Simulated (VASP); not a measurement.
A run of VASP 6.6.1:

The input POSCAR:

```
MnSe
1.0
    0.0000000000      2.8043446371      2.8043446371
    2.8043446371      0.0000000000      2.8043446371
    2.8043446371      2.8043446371      0.0000000000
Mn Se
1 1
Direct
    0.0000000000      0.0000000000      0.0000000000
    0.2500000000      0.2500000000      0.2500000000
```

The input INCAR.step1:

```
SYSTEM = MnSe
PREC = Accurate
ENCUT = 520
ISMEAR = -1
SIGMA = 0.05
LREAL = .FALSE.
LASPH = .TRUE.
NELM = 150
ISPIN = 2
MAGMOM = 3 0
LMAXMIX = 4
NBANDS = 20
GGA = PE
ALGO = Normal
EDIFF = 1E-4
LWAVE = .TRUE.
LCHARG = .FALSE.
```

INCAR.step2

```
SYSTEM = MnSe
PREC = Accurate
ENCUT = 520
EDIFF = 1E-7
ISMEAR = -1
SIGMA = 0.05
LREAL = .FALSE.
LASPH = .TRUE.
NELM = 150
ALGO = Normal
ISIF = 2
LWAVE = .FALSE.
LCHARG = .TRUE.
ISPIN = 2
MAGMOM = 3 0
LORBIT = 11
LMAXMIX = 4
METAGGA = R2SCAN
LMIXTAU = .TRUE.
LELF = .TRUE.
LVHAR = .TRUE.
NBANDS = 20
ISTART = 1
```

File KPOINTS:

```
regular mesh
0
G
  13 13 13
  0 0 0
```

Potentials or basis: VASP PAW PBE potentials, release 64 (Mn_pv, Se).

Launch:

```bash
$ cat potpaw_PBE.64/Mn_pv/POTCAR potpaw_PBE.64/Se/POTCAR > POTCAR
$ cp INCAR.step1 INCAR
$ mpirun -np 1 vasp_std > vasp.out
$ cp INCAR.step2 INCAR
$ mpirun -np 1 vasp_std > vasp.out
```

Hardware: 1 thread of AMD EPYC 9R45 96-Core Processor (Zen 5) (shared host).

Problem. How long does it take, and how much memory?

Solution. It took 6.2 min on 1 thread of AMD EPYC 9R45 96-Core Processor (Zen 5), with other jobs on the host, peak memory 0.25 GiB. Counts: k points 84.
